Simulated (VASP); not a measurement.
Write the native input for VASP 6.6.1 that does the following.

```
Task                   : single point
Functional             : b88 exchange, pbe correlation
Potentials or basis    : VASP PAW PBE potentials, release 64 (Al, O)
Cutoff                 : 600 eV
k mesh                 : 7 × 7 × 7
Occupations            : fermi-dirac, width 0.05 eV
Spin                   : no spin polarisation
Dipole correction      : no
Further INCAR settings : ALGO = Normal; EDIFF = 1e-06; NBANDS = 35
```

The structure of Al2O3 lies in POSCAR:

```
Al2O3
1.0
    2.3480805160      1.3556649179      4.2733207511
   -2.3480805160      1.3556649179      4.2733207511
    0.0000000000     -2.7113298360      4.2733207511
Al O
4 6
Direct
    0.8521600000      0.8521600000      0.8521600000
    0.6478400000      0.6478400000      0.6478400000
    0.1478400000      0.1478400000      0.1478400000
    0.3521600000      0.3521600000      0.3521600000
    0.0566800000      0.7500000000      0.4433200000
    0.7500000000      0.4433200000      0.0566800000
    0.4433200000      0.0566800000      0.7500000000
    0.9433200000      0.2500000000      0.5566800000
    0.2500000000      0.5566800000      0.9433200000
    0.5566800000      0.9433200000      0.2500000000
```

These files were run (other wordings do the same):

INCAR

```
ALGO = Normal
EDIFF = 1E-6
ENCUT = 600
GGA = LIBXC
GGA_COMPAT = F
ISIF = 2
ISMEAR = -1
LASPH = T
LCHARG = F
LIBXC1 = GGA_X_B88
LIBXC2 = GGA_C_PBE
LREAL = F
LWAVE = F
NBANDS = 35
NELM = 120
PREC = Accurate
SIGMA = 0.05
```

KPOINTS

```
k-points
0
Gamma
  7 7 7
```

Potentials or basis: VASP PAW PBE potentials, release 64 (Al, O).

The run is started by

```console
$ cat potpaw_PBE.64/Al/POTCAR potpaw_PBE.64/O/POTCAR > POTCAR
$ mpirun -np 1 vasp_std > vasp.out
```

Results of the run:

```yaml
Pressure: 18.2 GPa
Largest_force: 0.054 eV/Å
Band_gap_on_the_k_mesh: 6.78 eV
```

Caveat: the cell stands under pressure; the PAW data sets were made with another functional, which shifts forces and pressure a little.

It took 2.9 min on 1 thread of Intel(R) Xeon(R) 6975P-C (Granite Rapids), on a shared host, peak memory 0.29 GiB.
